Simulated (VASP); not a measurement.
Set up this calculation in VASP 6.6.1, as the native input.

```yaml
Task: relaxation of cell and atoms
Functional: LDA
Potentials_or_basis: VASP PAW LDA potentials, release 64 (Cu)
Cutoff: 600 eV
k_mesh: 10 × 10 × 10
Occupations: gaussian, width 0.1 eV
Spin: no spin polarisation
Dipole_correction: no
Further_INCAR_settings: ALGO = Fast; EDIFF = 1e-06; IBRION = 2; EDIFFG = -0.05; NSW = 100; ISIF = 3
```

The structure of Cu lies in POSCAR:

```
Cu
1.0
    0.0000000000      1.8075000000      1.8075000000
    1.8075000000      0.0000000000      1.8075000000
    1.8075000000      1.8075000000      0.0000000000
Cu
1
Direct
    0.0000000000      0.0000000000      0.0000000000
```

These files were run (other wordings do the same):

INCAR

```
SYSTEM = Cu
  ALGO = Fast
  EDIFF = 1E-6
  EDIFFG = -0.05
  ENCUT = 600
  IBRION = 2
  ISIF = 3
  ISMEAR = 0
  LASPH = .True.
  LCHARG = .False.
  LREAL = .False.
  LWAVE = .False.
  NELM = 80
  NSW = 100
  PREC = Accurate
  SIGMA = 0.1
```

KPOINTS

```
k-points
0
Gamma
  10 10 10
  0 0 0
```

Potentials or basis: VASP PAW LDA potentials, release 64 (Cu).

Command:

```bash
$ cat potpaw_LDA.64/Cu/POTCAR > POTCAR
$ mpirun -np 1 vasp_std > vasp.out
```

It gave:

The relaxed volume is 10.94 Å³/atom and the relaxed cell is a = 2.492 Å, b = 2.492 Å, c = 2.492 Å, α = 60.00°, β = 60.00°, γ = 60.00°. The space group after relaxing (to 0.05 Å) is Fm-3m (No. 225). The energy gained by relaxing is 33.8 meV/atom, the ionic steps are 3 and the pressure after relaxing is -0.6 GPa.

Run time: 6.6 s on 1 thread of Intel(R) Xeon(R) 6975P-C (Granite Rapids), on a shared host, peak memory 0.12 GiB.
